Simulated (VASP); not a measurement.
Input of a VASP 6.6.1 run:

File INCAR:

```
SYSTEM = AlN
ALGO     = Normal         ! electronic algorithm
EDIFF    = 1E-7           ! SCF threshold, eV
ENCUT    = 520            ! plane-wave cutoff, eV
GGA      = PE             ! functional
ISIF     = 2              ! what is computed and relaxed
ISMEAR   = -1             ! smearing method
LASPH    = .TRUE.         ! aspherical terms in the spheres
LCHARG   = .TRUE.         ! write CHGCAR
LELF     = .TRUE.         ! ELF
LREAL    = .FALSE.        ! projectors in reciprocal space
LVHAR    = .TRUE.       
LWAVE    = .FALSE.        ! write WAVECAR
NBANDS   = 11             ! bands
NELM     = 100            ! most SCF steps
PREC     = Accurate       ! precision mode
SIGMA    = 0.02           ! smearing width, eV
```

KPOINTS

```
k-points
0
G
  10 10 10
  0 0 0
```

File POSCAR:

```
AlN
1.0
    0.0000000000      2.1848764830      2.1848764830
    2.1001032754      0.0000000000      2.1848764830
    2.1001032754      2.1848764830      0.0000000000
Al N
1 1
Direct
    0.0000000000      0.0000000000      0.0000000000
    0.7500000000      0.7500000000      0.7500000000
```

Potentials or basis: VASP PAW PBE potentials, release 64 (Al, N).

Run with:

```bash
$ cat potpaw_PBE.64/Al/POTCAR potpaw_PBE.64/N/POTCAR > POTCAR
$ mpirun -np 1 vasp_std > vasp.out
```

Question: Estimate the pressure.

Answer: 13.2 GPa.

Question: Predict the band gap on the k mesh.

Answer: 3.12 eV, indirect (least direct gap 4.43 eV).

Stress tensor (GPa, compression positive):
```
16.04  0.00  0.00
 0.00 11.75  0.00
 0.00  0.00 11.75
```

Caveat: the cell differs from its parent crystal (uniaxial x strain -3.9%). A k mesh can miss the band edges.
